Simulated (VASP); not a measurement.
# Ca: single point with PBE

The system is Ca.

```
CELL_PARAMETERS angstrom
3.56596 0.00000 0.00000
-1.78298 3.08821 0.00000
0.00000 0.00000 3.27850
ATOMIC_POSITIONS crystal
Ca 0.00000 0.00000 0.00000
```

This isn't the form of Ca at room conditions, which is fcc.

| Property | Result |
| --- | --- |
| Program | VASP 6.6.1 |
| Task | single point |
| Functional | PBE |
| Potentials or basis | VASP PAW PBE potentials, release 64 (Ca_sv) |
| Cutoff | 520 eV |
| k mesh | 12 × 12 × 11 |
| Occupations | methfessel-paxton, width 0.005 eV |
| Spin | no spin polarisation |
| Dipole correction | no |
| Further INCAR settings | ALGO = Normal; EDIFF = 1e-06; NBANDS = 11 |

| Property | Result |
| --- | --- |
| Pressure | 2.9 GPa |
| Band gap on the k mesh | zero (bands 5 and 6 overlap by 0.66 eV) |

Levels at points of the mesh, in eV from the Fermi level:
| k point | band 3 | band 4 | band 5 | band 6 | band 7 | band 8 |
| --- | --- | --- | --- | --- | --- | --- |
| (0.00, 0.00, 0.00) | -22.62 | -22.56 | -4.12 | 0.98 | 2.53 | 2.53 |
| (0.50, 0.00, 0.00) | -22.69 | -22.53 | -0.96 | 0.00 | 1.22 | 3.53 |

Wall time 39 s on 1 thread of Intel Xeon 8259CL (shared host), peak memory 0.18 GiB.
